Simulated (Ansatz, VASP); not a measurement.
## One calculation of Bi, two programs

Contents of INCAR:

```
PREC = Accurate
ENCUT = 520
EDIFF = 1E-6
ISMEAR = -1
SIGMA = 0.05
LREAL = False
LASPH = True
NELM = 100
ALGO = Fast
ISIF = 2
LWAVE = False
LCHARG = False
GGA = PE
NBANDS = 22
```

The input KPOINTS:

```
Automatic mesh
0
Gamma
  8 8 4
```

File POSCAR:

```
Bi
1.0
    3.2809913467      0.0000000000      0.0000000000
    0.0000000000      3.2640382254      0.0000000000
   -0.0815136175      0.0000000000      6.5286865229
Bi
2
Direct
    0.5442472500      0.0000000000      0.7495778900
    0.4557527500      0.0000000000      0.2504221100
```

input.yaml

```yaml
crystal:
  lattice:
    - [3.2809913467, 0.0, 0.0]
    - [0.0, 3.2640382254, 0.0]
    - [-0.0815136175, 0.0, 6.5286865229]
  atoms:
    - { symbol: Bi, position: [0.54424725, 0.0, 0.74957789] }
    - { symbol: Bi, position: [0.45575275, 0.0, 0.25042211] }
hamiltonian:
  xc: pbe
  pseudopotentials: { kind: paw }
kpoints:
  mp_grid: { grid: [8, 8, 4] }
scf:
  occupations: { method: fermi_dirac, width: 0.05 }
output:
  forces: true
  stress: true
  eigenvalues: true
```

Alike in both runs: task single point; functional PBE; k mesh 8 × 8 × 4; occupations fermi-dirac, width 0.05 eV; no spin polarisation.

|  | VASP | Ansatz |
| --- | --- | --- |
| version | VASP 6.6.1 | Ansatz 0.2.0 |
| potentials or method | VASP PAW PBE potentials, release 64 (Bi_d) | Ansatz PAW |
| plane-wave cutoff (eV) | 520 | 420 |
| valence electrons in the cell | 30 | 30 |

|  | VASP | Ansatz | Ansatz less VASP |
| --- | --- | --- | --- |
| gap on the k mesh at the Fermi level (eV) | none | none | - |
| pressure (GPa) | 0.1 | 0.1 | +0.05 |
| traceless stress, the component that is largest in VASP (GPa) | 0.52 | 0.53 | +0.004 |
| rms of the force components (eV/Å) | 0.009 | 0.009 | -0.0001 |

Atom by atom the forces differ by 0.000 eV/Å (rms over components). A gap of «none» marks a metal or a gap that the smearing closes. With one functional, cell and mesh, what is left measures potentials, basis and numerics.

Spin-orbit coupling is off throughout.
